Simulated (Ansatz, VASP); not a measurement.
Lu: VASP beside Ansatz

The input INCAR:

```
SYSTEM = Lu
ALGO     = Normal         ! electronic algorithm
EDIFF    = 1E-6           ! SCF threshold, eV
ENCUT    = 520            ! plane-wave cutoff, eV
GGA      = PE             ! functional
ISIF     = 2              ! what is computed and relaxed
ISMEAR   = -1             ! smearing method
LASPH    = .True.         ! aspherical terms in the spheres
LCHARG   = .False.        ! write CHGCAR
LREAL    = .False.        ! projectors in reciprocal space
LWAVE    = .False.        ! write WAVECAR
NBANDS   = 32             ! bands
NELM     = 60             ! most SCF steps
PREC     = Accurate       ! precision mode
SIGMA    = 0.03           ! smearing width, eV
```

KPOINTS

```
k-points
0
Gamma
  13 13 8
  0 0 0
```

File POSCAR:

```
Lu
1.0
    3.5331439303      0.0000000000      0.0000000000
   -1.7665719652      3.0597923990      0.0000000000
    0.0000000000      0.0000000000      5.6034659750
Lu
2
Direct
    0.3333333333      0.6666666667      0.2500000000
    0.6666666667      0.3333333333      0.7500000000
```

Input for Ansatz:

```yaml
crystal:
  lattice:
    - [3.5331439303, 0.0, 0.0]
    - [-1.7665719652, 3.059792399, 0.0]
    - [0.0, 0.0, 5.603465975]
  atoms:
    - { symbol: Lu, position: [0.3333333333, 0.6666666667, 0.25] }
    - { symbol: Lu, position: [0.6666666667, 0.3333333333, 0.75] }
kpoints:
  mp_grid: { grid: [13, 13, 8] }
scf:
  occupations: { method: fermi_dirac, width: 0.03 }
hamiltonian:
  xc: pbe
  pseudopotentials: { kind: all_electron, lapw: { basis_error: 0.0005 } }
output:
  forces: true
  stress: true
  eigenvalues: true
```

Change from the starting cell: volume scaled by 1.02.

Alike in both runs: task single point; functional PBE; k mesh 13 × 13 × 8; occupations fermi-dirac, width 0.03 eV; no spin polarisation.

|  | VASP | Ansatz |
| --- | --- | --- |
| version | VASP 6.6.1 | Ansatz 0.2.0 |
| potentials or method | VASP PAW PBE potentials, release 64 (Lu), cutoff 520 eV | all-electron LAPW, scalar-relativistic |

Ansatz gave:

- pressure (GPa): -1.7
- traceless stress, the component that is largest in VASP (GPa): -0.67

Q: What did VASP give for the same quantities?

A: Pressure (GPa): -1.4; traceless stress, the component that is largest in VASP (GPa): -0.67.

Ansatz ran all-electron here, and VASP with PAW potentials.

Neither program's run includes spin-orbit coupling.
